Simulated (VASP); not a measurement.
Write the native input for VASP 6.6.1 that does the following.

| Item | Value |
| --- | --- |
| Task | single point |
| Functional | r2SCAN |
| Potentials or basis | VASP PAW PBE potentials, release 64 (Ta_sv_GW, N) |
| Cutoff | 770 eV |
| k mesh | 22 × 22 × 22 |
| Occupations | gaussian, width 0.1 eV |
| Spin | no spin polarisation |
| Dipole correction | no |
| Further INCAR settings | ALGO = Normal; EDIFF = 1e-06; NBANDS = 16 |

TaN:

```
CELL_PARAMETERS angstrom
0.00000 2.19816 2.19816
2.19816 0.00000 2.19816
2.19816 2.19816 0.00000
ATOMIC_POSITIONS crystal
Ta 0.50000 0.50000 0.50000
N 0.00000 0.00000 0.00000
```

These files were run (other wordings do the same):

POSCAR

```
TaN
1.0
    0.0000000000      2.1981550872      2.1981550872
    2.1981550872      0.0000000000      2.1981550872
    2.1981550872      2.1981550872      0.0000000000
Ta N
1 1
Direct
    0.5000000000      0.5000000000      0.5000000000
    0.0000000000      0.0000000000      0.0000000000
```

INCAR.step1

```
PREC = Accurate
ENCUT = 770
ISMEAR = 0
SIGMA = 0.1
LREAL = F
LASPH = T
NELM = 120
NBANDS = 16
GGA = PE
ALGO = Normal
EDIFF = 1E-5
LWAVE = T
LCHARG = F
GGA_COMPAT = F
```

INCAR.step2

```
PREC = Accurate
ENCUT = 770
EDIFF = 1E-6
ISMEAR = 0
SIGMA = 0.1
LREAL = F
LASPH = T
NELM = 120
ALGO = Normal
ISIF = 2
LWAVE = F
LCHARG = F
METAGGA = R2SCAN
LMIXTAU = T
NBANDS = 16
ISTART = 1
GGA_COMPAT = F
```

KPOINTS

```
regular mesh
0
Gamma
  22 22 22
```

Potentials or basis: VASP PAW PBE potentials, release 64 (Ta_sv_GW, N).

Command:

```console
$ cat potpaw_PBE.64/Ta_sv_GW/POTCAR potpaw_PBE.64/N/POTCAR > POTCAR
$ cp INCAR.step1 INCAR
$ mpirun -np 1 vasp_std > vasp.out
$ cp INCAR.step2 INCAR
$ mpirun -np 1 vasp_std > vasp.out
```

Results of the run:

```yaml
Pressure: 0.0 GPa
Band_gap_on_the_k_mesh: zero (bands 9 and 10 overlap by 4.09 eV)
```

Caveat: the PAW data sets were made with another functional, which shifts forces and pressure a little; spin-orbit coupling is left out, which moves the levels of the heavy elements.

It took 4.4 min on 1 thread of Intel(R) Xeon(R) 6975P-C (Granite Rapids) (shared host), peak memory 0.35 GiB.
